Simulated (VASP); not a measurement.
# Sr (C2) in VASP: single point with PBEsol

Aim: the single point of Sr with PBEsol.

Everything below comes from runs of VASP 6.6.1. Logs are shortened: lines on timing, memory, paths and dates and some standing lists are left out, and cuts for length are marked.

## Step 1: The cell of the first run

It takes space group C2 (No. 5, monoclinic). Conventional cell: a = 11.334 Å, b = 8.793 Å, c = 7.701 Å, α = 90.00°, β = 132.36°, γ = 90.00°. Sr (site symmetry 1) has 11 Sr at 4.09 to 4.90 Å within 5.4 Å. Sr (site symmetry 1) has 11 Sr at 4.09 to 5.04 Å within 5.4 Å.

## Step 2: Single point, PBEsol (strained and its atoms moved)

The input, INCAR:

```
SYSTEM = Sr
  PREC = Accurate
  ENCUT = 520
  EDIFF = 1E-6
  ISMEAR = 0
  SIGMA = 0.1
  LREAL = .FALSE.
  LASPH = .TRUE.
  NELM = 100
  ALGO = Normal
  ISIF = 2
  LWAVE = .FALSE.
  LCHARG = .FALSE.
  GGA = PS
  NBANDS = 28
```

The input, KPOINTS:

```
Automatic mesh
0
G
  8 8 8
  0 0 0
```

The input, POSCAR:

```
Sr
1.0
   -4.3966208805      4.2014342624      3.8671256584
    4.3966208805     -4.1729628861      3.8340239595
    4.3966208805      4.1729628861     -3.8340239595
Sr
4
Direct
    0.1499098017      0.6574209295      0.8220990909
    0.8080299546      0.3311232194      0.1472965164
    0.6919700454      0.8392665518      0.5230932649
    0.3500901983      0.1721892993      0.5075111278
```

Potentials or basis: VASP PAW PBE potentials, release 64 (Sr_sv).

On the command line:

```
> cat potpaw_PBE.64/Sr_sv/POTCAR > POTCAR
> mpirun -np 1 vasp_std > vasp.out
```

OUTCAR:

```text
SYSTEM = Sr
   PREC = Accurate
   ENCUT = 520
   EDIFF = 1E-6
   ISMEAR = 0
   LREAL = .FALSE.
   LASPH = .TRUE.
   NELM = 100
   ISIF = 2
   GGA = PS

 ion  position               nearest neighbor table
   1  0.150  0.657  0.822-   2 4.09   3 4.21   2 4.30   2 4.36   4 4.59   4 4.66   4 4.66   3 4.69
                             4 4.74   3 4.75   3 4.90
   2  0.808  0.331  0.147-   1 4.09   4 4.21   1 4.30   1 4.36   3 4.52   3 4.52   4 4.69   4 4.75
                             4 4.90   3 4.91   3 5.04
   3  0.692  0.839  0.523-   4 4.09   1 4.21   4 4.30   4 4.36   2 4.52   2 4.52   1 4.69   1 4.75
                             1 4.90   2 4.91   2 5.04
   4  0.350  0.172  0.508-   3 4.09   2 4.21   3 4.30   3 4.36   1 4.59   1 4.66   1 4.66   2 4.69
                             1 4.74   2 4.75   2 4.90

  LATTYP: Found a base centered monoclinic cell.
 ALAT       =    11.3337300075
 B/A-ratio  =     0.7758471179
 C/A-ratio  =     0.6794940626
 COS(beta)  =    -0.6738417616

  Lattice vectors:

 A1 = (   4.3966208805,   4.1729628861,  -3.8340239595)
 A2 = (  -4.3966208805,   4.1729628861,  -3.8340239595)
 A3 = (   0.0000000000,   0.0284713763,   7.7011496179)

Analysis of symmetry for initial positions (statically):
=====================================================================
 Subroutine PRICEL returns:
 Original cell was already a primitive cell.

 Routine SETGRP: Setting up the symmetry group for a
 base centered monoclinic supercell.

 Subroutine GETGRP returns: Found  2 space group operations
 (whereof  1 operations were pure point group operations)
 out of a pool of  4 trial point group operations.

The static configuration has the point symmetry C_1 .
 The point group associated with its full space group is C_2 .

Analysis of symmetry for dynamics (positions and initial velocities):
=====================================================================
 Subroutine PRICEL returns:
 Original cell was already a primitive cell.

 Routine SETGRP: Setting up the symmetry group for a
 base centered monoclinic supercell.

 Subroutine GETGRP returns: Found  2 space group operations
 (whereof  1 operations were pure point group operations)
 out of a pool of  4 trial point group operations.

The dynamic configuration has the point symmetry C_1 .
 The point group associated with its full space group is C_2 .

 Subroutine INISYM returns: Found  2 space group operations
 (whereof  1 operations are pure point group operations),
 and found     1 'primitive' translations

----------------------------------------------------------------------------------------

                                     Primitive cell

  volume of cell :     283.5449

  direct lattice vectors                    reciprocal lattice vectors
    -4.396620881  4.201434262  3.867125658     0.000000000  0.118900054  0.129411166
     4.396620881 -4.172962886  3.834023960     0.113723701 -0.000513272  0.129852641
     4.396620881  4.172962886 -3.834023960     0.113723701  0.119413326 -0.000441475

  length of vectors
     7.206731984  7.172421776  7.172421776     0.175739787  0.172612433  0.164902448

  position of ions in fractional coordinates (direct lattice)
     0.149909802  0.657420929  0.822099091
     0.808029955  0.331123219  0.147296516
     0.691970045  0.839266552  0.523093265
     0.350090198  0.172189299  0.507511128

  ion indices of the primitive-cell ions
   primitive index   ion index
                 1           1
                 2           2
                 3           3
                 4           4

----------------------------------------------------------------------------------------

 KPOINTS: Automatic mesh

Automatic generation of k-mesh.
 Grid dimensions read from file:
 generate k-points for:    8    8    8

 Generating k-lattice:

  Cartesian coordinates                     Fractional coordinates (reciprocal lattice)
     0.000000000  0.014862507  0.016176396     0.125000000 -0.000000000  0.000000000
     0.014215463 -0.000064159  0.016231580     0.000000000  0.125000000  0.000000000
     0.014215463  0.014926666 -0.000055184     0.000000000 -0.000000000  0.125000000

  Length of vectors
     0.021967473  0.021576554  0.020612806

  Shift w.r.t. Gamma in fractional coordinates (k-lattice)
     0.000000000  0.000000000  0.000000000

 Subroutine IBZKPT returns following result:
 ===========================================

 Found    150 irreducible k-points:

 Following reciprocal coordinates:
            Coordinates               Weight
  0.000000  0.000000  0.000000      1.000000
  0.125000  0.000000  0.000000      2.000000
  0.250000  0.000000  0.000000      2.000000
  0.375000  0.000000  0.000000      2.000000
  0.500000  0.000000  0.000000      1.000000
  0.000000  0.125000  0.000000      4.000000
[... 16 lines left out ...]
  0.125000  0.375000  0.000000      4.000000
  0.250000  0.375000  0.000000      4.000000
 [... further k-points ...]
   k-points           NKPTS =    150   k-points in BZ     NKDIM =    150   number of bands    NBANDS=     28
   number of dos      NEDOS =    301   number of ions     NIONS =      4
   total plane-waves  NPLWV = 157464
   dimension x,y,z NGX =    54 NGY =   54 NGZ =   54
   dimension x,y,z NGXF=   108 NGYF=  108 NGZF=  108
   ions per type =               4
   NGX,Y,Z   is equivalent  to a cutoff of  12.46, 12.52, 12.52 a.u.
   NGXF,Y,Z  is equivalent  to a cutoff of  24.91, 25.03, 25.03 a.u.
 SYSTEM =  Sr
   PREC   = accura    normal or accurate (medium, high low for compatibility)
   ISTART =      0    job   : 0-new  1-cont  2-samecut
   ICHARG =      2    charge: 1-file 2-atom 10-const
   ISPIN  =      1    spin polarized calculation?
   LNONCOLLINEAR =      F non collinear calculations
   LSORBIT =      F    spin-orbit coupling
   LASPH  =      T    aspherical Exc in radial PAW
   ENCUT  =  520.0 eV  38.22 Ry    6.18 a.u.  13.40 13.34 13.34*2*pi/ulx,y,z
   NELM   =    100;   NELMIN=  2; NELMDL= -5     # of ELM steps
   EDIFF  = 0.1E-05   stopping-criterion for ELM
   LREAL  =      F    real-space projection
   EDIFFG = 0.1E-04   stopping-criterion for IOM
   NSW    =      0    number of steps for IOM
   IBRION =     -1    ionic relax: 0-MD 1-quasi-New 2-CG
   NFREE  =      0    steps in history (QN), initial steepest desc. (CG)
   ISIF   =      2    stress and relaxation
   ISYM   =      2    0-nonsym 1-usesym 2-fastsym
   POTIM  = 0.5000    time-step for ionic-motion
   TEBEG  =    0.0;   TEEND  =   0.0 temperature during run
   PSTRESS=    0.0 pullay stress
   NELECT =      40.0000    total number of electrons
   NUPDOWN=      -1.0000    fix difference up-down
   EMIN   =  10.00;   EMAX   =-10.00  energy-range for DOS
   EFERMI =   0.00;   METHOD = LEGACY
   ISMEAR =     0;   SIGMA  =   0.10  broadening in eV -4-tet -1-fermi 0-gaus
   EFERMI_NEDOS =   21; number of points for ismear=-14 and -15
   IALGO  =     38    algorithm
   IMIX   =      4    mixing-type and parameters
     AMIX     =   0.40;   BMIX     =  1.00
     AMIX_MAG =   1.60;   BMIX_MAG =  1.00
  volume/ion in A,a.u.               =      70.89       478.36
  Fermi-wavevector in a.u.,A,eV,Ry     =   0.852225  1.610472  9.881739  0.726287
  Thomas-Fermi vector in A             =   1.968480
   LORBIT       =      0    0 simple, 1 ext, 2 COOP (PROOUT), +10 PAW based schemes
   GGA     = PS    functional components
   LHFCALC =     F    Hartree Fock is set to
   AEXX    =    0.0000 exact exchange contribution
   IVDW    =     0    specifies the selected vdW correction
   LEPSILON=     F    determine dielectric tensor
   LRPA    =     F    only Hartree local field effects (RPA)
 non-spin polarized calculation
 Gauss-broadening in eV      SIGMA  =   0.10
  energy-cutoff  :      520.00
  volume of cell :      283.54
 maximum number of plane-waves:      7693
 NGX is ok and might be reduce to    54
   NGX = 27   NGY = 27   NGZ = 27

 number of electron      40.0000000 magnetization

 Free energy of the ion-electron system (eV)
  ---------------------------------------------------
  ext. energy  EPLUGINS =         0.00000000
  ---------------------------------------------------
  free energy    TOTEN  =        -6.35662377 eV

  energy without entropy =       -6.33544973  energy(sigma->0) =       -6.34603675

 E-fermi :   0.6705     XC(G=0):  -6.6490

 val. band max:        0.6671917729   @ k =  -0.1250   0.1250   0.1250
 cond. band min:       0.6713053805   @ k =   0.5000   0.3750   0.2500
 fundamental gap:      0.0041136076
 Fermi energy:         0.6704598423

 k-point     1 :       0.0000    0.0000    0.0000
  band No.  band energies     occupation
      1     -36.3278      2.00000
      2     -36.3245      2.00000
      3     -36.2870      2.00000
      4     -36.2853      2.00000
      5     -18.3396      2.00000
      6     -18.3290      2.00000
[... 20 lines left out ...]
     27       1.7872      0.00000
     28       2.3895      0.00000

 k-point     2 :       0.1250    0.0000    0.0000
  band No.  band energies     occupation
      1     -36.3277      2.00000
      2     -36.3246      2.00000
      3     -36.2870      2.00000
      4     -36.2853      2.00000
      5     -18.3409      2.00000
      6     -18.3296      2.00000
[... 20 lines left out ...]
     27       2.0590      0.00000
     28       2.3836      0.00000

 k-point     3 :       0.2500    0.0000    0.0000
  band No.  band energies     occupation
      1     -36.3274      2.00000
      2     -36.3246      2.00000
      3     -36.2870      2.00000
      4     -36.2855      2.00000
      5     -18.3431      2.00000
      6     -18.3317      2.00000
[... 20 lines left out ...]
     27       2.2349      0.00000
     28       2.3420      0.00000

 k-point     4 :       0.3750    0.0000    0.0000
  band No.  band energies     occupation
      1     -36.3271      2.00000
      2     -36.3246      2.00000
      3     -36.2870      2.00000
      4     -36.2858      2.00000
      5     -18.3442      2.00000
      6     -18.3346      2.00000
[... 20 lines left out ...]
     27       2.0908      0.00000
     28       2.3746      0.00000

 k-point     5 :       0.5000    0.0000    0.0000
  band No.  band energies     occupation
      1     -36.3270      2.00000
      2     -36.3247      2.00000
      3     -36.2870      2.00000
      4     -36.2859      2.00000
      5     -18.3444      2.00000
      6     -18.3360      2.00000
[... 20 lines left out ...]
     27       2.1485      0.00000
     28       2.3446      0.00000

 k-point     6 :       0.0000    0.1250    0.0000
  band No.  band energies     occupation
      1     -36.3276      2.00000
      2     -36.3246      2.00000
      3     -36.2870      2.00000
      4     -36.2854      2.00000
      5     -18.3403      2.00000
      6     -18.3305      2.00000
[... 463 lines left out ...]
      5     -18.3388      2.00000
      6     -18.3324      2.00000
[... 20 lines left out ...]
     27       2.0405      0.00000
     28       2.4368      0.00000

 k-point    22 :       0.0000    0.3750    0.0000
  band No.  band energies     occupation
      1     -36.3265      2.00000
      2     -36.3253      2.00000
      3     -36.2867      2.00000
      4     -36.2860      2.00000
      5     -18.3421      2.00000
      6     -18.3382      2.00000
[... 20 lines left out ...]
     27       2.1263      0.00000
     28       2.2516      0.00000

 k-point    23 :       0.1250    0.3750    0.0000
  band No.  band energies     occupation
      1     -36.3263      2.00000
      2     -36.3254      2.00000
      3     -36.2866      2.00000
      4     -36.2863      2.00000
      5     -18.3432      2.00000
      6     -18.3352      2.00000
[... 20 lines left out ...]
     27       2.1356      0.00000
     28       2.3063      0.00000

 k-point    24 :       0.2500    0.3750    0.0000
  band No.  band energies     occupation
      1     -36.3262      2.00000
      2     -36.3255      2.00000
      3     -36.2866      2.00000
      4     -36.2863      2.00000
      5     -18.3404      2.00000
      6     -18.3304      2.00000
[... 20 lines left out ...]
     27       2.1754      0.00000
     28       2.2660      0.00000

 [... further k-points ...]
[... 5 lines left out ...]
  --------------------------------------------------------------------------------------
  -------------------------------------------------------------------------------------
  Total       -2.7367801     -2.0902034     -3.6674520      0.0000000     -0.0655478      0.0000000
  in kB      -15.4642443    -11.8107464    -20.7230290      0.0000000     -0.3703796      0.0000000
  external PRESSURE =     -15.9993399 kB  Pullay stress =       0.0000000 kB

 VOLUME and BASIS-vectors are now :
 -----------------------------------------------------------------------------
  energy-cutoff  :      520.00
  volume of cell :      283.54
      direct lattice vectors                 reciprocal lattice vectors
    -4.396620881  4.201434262  3.867125658     0.000000000  0.118900054  0.129411166
     4.396620881 -4.172962886  3.834023960     0.113723701 -0.000513272  0.129852641
     4.396620881  4.172962886 -3.834023960     0.113723701  0.119413326 -0.000441475

 POSITION                                       TOTAL-FORCE (eV/Angst)
 -----------------------------------------------------------------------------------
      5.84579      1.31703     -0.05166        -0.066524      0.188217      0.041270
     -1.44917      2.62778      3.82955         0.066524      0.132642     -0.015479
      2.94745      1.58789      3.88815         0.066524     -0.132642      0.015479
      1.44917      2.87017      0.06821        -0.066524     -0.188217     -0.041270
 -----------------------------------------------------------------------------------
    total drift:                                0.000019      0.000085     -0.000084

  FREE ENERGIE OF THE ION-ELECTRON SYSTEM (eV)
  ---------------------------------------------------
  free  energy   TOTEN  =        -6.3566237664 eV

  energy  without entropy=       -6.3354497264  energy(sigma->0) =       -6.34603675
```

Wall time 11 min (1 thread of Intel Xeon 6975P-C (Granite Rapids), shared host); peak memory 1 GiB.

What came out:

```
Free energy            : -6.3566 eV
Pressure               : -1.6 GPa
Largest force          : 0.204 eV/Å
Band gap on the k mesh : zero (band 20 reaches 0.94 eV, above the bottom of band 21 at 0.35 eV)
```

Forces in eV/Å, atoms in the order of the input:
```
Sr  -0.067  0.188  0.041
Sr   0.067  0.133 -0.015
Sr   0.067 -0.133  0.015
Sr  -0.067 -0.188 -0.041
```

Stress tensor (GPa, compression positive):
```
-1.55  0.00  0.00
 0.00 -1.18 -0.04
 0.00 -0.04 -2.07
```

Caveat: the cell differs from its parent crystal (strained and its atoms moved); the PAW data sets were made with another functional, which shifts forces and pressure a little.
